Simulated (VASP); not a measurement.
# GaP (I-4m2) in VASP: notebook, part 2 of 2

VASP 6.6.1. The steps go on from the part before.

**3. Single point, r2SCAN (strain -0.050 along x and y, +0.050 along z)**

The input, POSCAR:

```
GaP
1.0
    0.0000000000      2.5889875000      2.8615125000
    2.5889875000      0.0000000000      2.8615125000
    2.5889875000      2.5889875000      0.0000000000
Ga P
1 1
Direct
    0.0000000000      0.0000000000      0.0000000000
    0.7500000000      0.7500000000      0.7500000000
```

The input, INCAR.step1:

```
ALGO     = Normal         # electronic algorithm
EDIFF    = 1E-4           # SCF threshold, eV
ENCUT    = 520            # plane-wave cutoff, eV
GGA      = PE             # functional
ISMEAR   = 0              # smearing method
LASPH    = True           # aspherical terms in the spheres
LCHARG   = False          # write CHGCAR
LREAL    = False          # projectors in reciprocal space
LWAVE    = True           # write WAVECAR
NBANDS   = 16             # bands
NELM     = 80             # most SCF steps
PREC     = Accurate       # precision mode
SIGMA    = 0.05           # smearing width, eV
```

The input, INCAR.step2:

```
ALGO     = Normal         # electronic algorithm
EDIFF    = 1E-7           # SCF threshold, eV
ENCUT    = 520            # plane-wave cutoff, eV
ISIF     = 2              # what is computed and relaxed
ISMEAR   = 0              # smearing method
ISTART   = 1            
LASPH    = True           # aspherical terms in the spheres
LCHARG   = False          # write CHGCAR
LMIXTAU  = True         
LREAL    = False          # projectors in reciprocal space
LWAVE    = False          # write WAVECAR
METAGGA  = R2SCAN         # meta-GGA
NBANDS   = 16             # bands
NELM     = 80             # most SCF steps
PREC     = Accurate       # precision mode
SIGMA    = 0.05           # smearing width, eV
```

The input, KPOINTS:

```
k-points
0
Gamma
  8 8 8
```

Potentials or basis: VASP PAW PBE potentials, release 64 (Ga_d, P).

On the command line:

```bash
$ cat potpaw_PBE.64/Ga_d/POTCAR potpaw_PBE.64/P/POTCAR > POTCAR
$ cp INCAR.step1 INCAR
$ mpirun -np 1 vasp_std > vasp.out
$ cp INCAR.step2 INCAR
$ mpirun -np 1 vasp_std > vasp.out
```

OUTCAR:

```text
EDIFF = 1E-7
   ENCUT = 520
   ISIF = 2
   ISMEAR = 0
   ISTART = 1
   LASPH = True
   LREAL = False
   METAGGA = R2SCAN
   NELM = 80
   PREC = Accurate

 ion  position               nearest neighbor table
   1  0.000  0.000  0.000-   2 2.32   2 2.32   2 2.32   2 2.32
   2  0.750  0.750  0.750-   1 2.32   1 2.32   1 2.32   1 2.32

  LATTYP: Found a body centered tetragonal cell.
 ALAT       =     3.6613812353
 C/A-ratio  =     1.5630781479

  Lattice vectors:

 A1 = (  -2.5889875000,   0.0000000000,   2.8615125000)
 A2 = (   2.5889875000,   0.0000000000,   2.8615125000)
 A3 = (   0.0000000000,   2.5889875000,  -2.8615125000)

Analysis of symmetry for initial positions (statically):
=====================================================================
 Subroutine PRICEL returns:
 Original cell was already a primitive cell.

 Routine SETGRP: Setting up the symmetry group for a
 body centered tetragonal supercell.

 Subroutine GETGRP returns: Found  8 space group operations
[... 158 lines left out ...]
 Free energy of the ion-electron system (eV)
  ---------------------------------------------------
  ext. energy  EPLUGINS =         0.00000000
  ---------------------------------------------------
  free energy    TOTEN  =       -21.35460565 eV

  energy without entropy =      -21.35460565  energy(sigma->0) =      -21.35460565

 E-fermi :   5.4882     XC(G=0): -10.8223

 val. band max:        5.2762774413   @ k =   0.0000   0.0000   0.0000
 cond. band min:       6.5598671851   @ k =   0.3750   0.0000   0.3750
 fundamental gap:      1.2835897437
 Fermi energy:         5.4881842380

 k-point     1 :       0.0000    0.0000    0.0000
  band No.  band energies     occupation
      1     -10.0863      2.00000
      2     -10.0531      2.00000
      3     -10.0528      2.00000
      4      -9.9416      2.00000
      5      -9.9354      2.00000
      6      -8.3947      2.00000
[... 433 lines left out ...]
      3     -10.0241      2.00000
      4      -9.9543      2.00000
      5      -9.9160      2.00000
      6      -6.7002      2.00000
[... 8 lines left out ...]
     15      16.2819      0.00000
     16      17.5186      0.00000

 [... further k-points ...]
[... 5 lines left out ...]
  --------------------------------------------------------------------------------------
  -------------------------------------------------------------------------------------
  Total        2.0057685      2.0057685     -0.3605960      0.0000000      0.0000000      0.0000000
  in kB       83.7733404     83.7733404    -15.0607289      0.0000000      0.0000000      0.0000000
  external PRESSURE =      50.8286506 kB  Pullay stress =       0.0000000 kB

 VOLUME and BASIS-vectors are now :
 -----------------------------------------------------------------------------
  energy-cutoff  :      520.00
  volume of cell :       38.36
      direct lattice vectors                 reciprocal lattice vectors
     0.000000000  2.588987500  2.861512500    -0.193125691  0.193125691  0.174732768
     2.588987500  0.000000000  2.861512500     0.193125691 -0.193125691  0.174732768
     2.588987500  2.588987500  0.000000000     0.193125691  0.193125691 -0.174732768

 POSITION                                       TOTAL-FORCE (eV/Angst)
 -----------------------------------------------------------------------------------
      0.00000      0.00000      0.00000        -0.000000     -0.000000     -0.000000
      3.88348      3.88348      4.29227         0.000000      0.000000      0.000000
 -----------------------------------------------------------------------------------
    total drift:                               -0.000048     -0.000048     -0.000483

  FREE ENERGIE OF THE ION-ELECTRON SYSTEM (eV)
  ---------------------------------------------------
  free  energy   TOTEN  =       -21.3546056471 eV

  energy  without entropy=      -21.3546056471  energy(sigma->0) =      -21.35460565
```

Wall time 2.4 min (1 thread of Intel Xeon Platinum 8488C (Sapphire Rapids), shared host); peak memory 0.19 GiB.

Results:

- Free energy: -21.3546 eV
- Pressure: 5.1 GPa
- Band gap on the k mesh: 1.28 eV, indirect (least direct gap 2.48 eV)

Levels at points of the mesh, in eV from the valence-band top:
| k point | band 7 | band 8 | band 9 | band 10 | band 11 | band 12 |
| --- | --- | --- | --- | --- | --- | --- |
| (0.00, 0.00, 0.00) | -0.73 | 0.00 | 0.00 | 2.48 | 3.92 | 3.92 |
| (0.50, 0.00, 0.00) | -7.40 | -1.97 | -0.99 | 1.69 | 4.74 | 5.24 |
| (0.50, 0.50, 0.00) | -7.93 | -2.69 | -2.69 | 2.14 | 2.51 | 11.56 |
| (0.50, 0.00, 0.50) | -7.20 | -3.48 | -3.41 | 1.33 | 1.49 | 10.68 |

Caveat: the cell differs from its parent crystal (strain -0.050 along x and y, +0.050 along z); the PAW data sets were made with another functional, which shifts forces and pressure a little.

**4. Single point, r2SCAN (strain +0.000 along x and y, -0.050 along z)**

The input, POSCAR:

```
GaP
1.0
    0.0000000000      2.7252500000      2.5889875000
    2.7252500000      0.0000000000      2.5889875000
    2.7252500000      2.7252500000      0.0000000000
Ga P
1 1
Direct
    0.0000000000      0.0000000000      0.0000000000
    0.7500000000      0.7500000000      0.7500000000
```

The input, INCAR.step1:

```
SYSTEM = GaP
  PREC = Accurate
  ENCUT = 520
  ISMEAR = 0
  SIGMA = 0.05
  LREAL = .FALSE.
  LASPH = .TRUE.
  NELM = 80
  NBANDS = 16
  GGA = PE
  ALGO = Normal
  EDIFF = 1E-4
  LWAVE = .TRUE.
  LCHARG = .FALSE.
```

The input, INCAR.step2:

```
SYSTEM = GaP
  PREC = Accurate
  ENCUT = 520
  EDIFF = 1E-7
  ISMEAR = 0
  SIGMA = 0.05
  LREAL = .FALSE.
  LASPH = .TRUE.
  NELM = 80
  ALGO = Normal
  ISIF = 2
  LWAVE = .FALSE.
  LCHARG = .FALSE.
  METAGGA = R2SCAN
  LMIXTAU = .TRUE.
  NBANDS = 16
  ISTART = 1
```

The input, KPOINTS:

```
regular mesh
0
G
  8 8 8
  0 0 0
```

On the command line:

```bash
$ cat potpaw_PBE.64/Ga_d/POTCAR potpaw_PBE.64/P/POTCAR > POTCAR
$ cp INCAR.step1 INCAR
$ mpirun -np 1 vasp_std > vasp.out
$ cp INCAR.step2 INCAR
$ mpirun -np 1 vasp_std > vasp.out
```

It took 1.8 min on 1 thread of Intel Xeon Platinum 8488C (Sapphire Rapids), shared host; peak memory 0.19 GiB.

It converged, with:

```
Free energy            : -21.4164 eV
Pressure               : 5.0 GPa
Band gap on the k mesh : 1.29 eV, indirect (least direct gap 2.59 eV)
```

Stress tensor (GPa, compression positive):
```
3.69 0.00 0.00
0.00 3.69 0.00
0.00 0.00 7.53
```

Levels at points of the mesh, in eV from the valence-band top:
| k point | band 7 | band 8 | band 9 | band 10 | band 11 | band 12 |
| --- | --- | --- | --- | --- | --- | --- |
| (0.00, 0.00, 0.00) | -0.29 | -0.29 | 0.00 | 2.59 | 3.92 | 4.04 |
| (0.50, 0.00, 0.00) | -7.35 | -1.66 | -1.22 | 1.95 | 4.63 | 5.14 |
| (0.50, 0.50, 0.00) | -7.16 | -3.43 | -3.43 | 1.36 | 1.51 | 11.51 |
| (0.50, 0.00, 0.50) | -7.53 | -3.06 | -3.02 | 1.75 | 2.04 | 11.30 |

Caveat: the cell differs from its parent crystal (strain +0.000 along x and y, -0.050 along z); the PAW data sets were made with another functional, which shifts forces and pressure a little.

**5. Overview**

| cell | gap on the mesh (eV) | pressure (GPa) |
| --- | --- | --- |
| a = 3.809, b = 3.809, c = 3.661 Å, angles 61.3, 61.3, 57.5°, 2 atoms | 1.36 | 8.0 |
| a = 3.859, b = 3.859, c = 3.661 Å, angles 61.7, 61.7, 56.6°, 2 atoms | 1.28 | 5.1 |
| a = 3.759, b = 3.759, c = 3.854 Å, angles 59.2, 59.2, 61.7°, 2 atoms | 1.29 | 5.0 |

Alike in all rows: task single point; level r2SCAN; potentials or basis VASP PAW PBE potentials, release 64 (Ga_d, P); no spin polarisation; k mesh 8 × 8 × 8; cutoff (eV) 520; smearing gaussian 0.05 eV.

Caveats: the PAW data sets were made with another functional, which shifts forces and pressure a little.

Absolute energies hang on the potentials; compare differences alone.
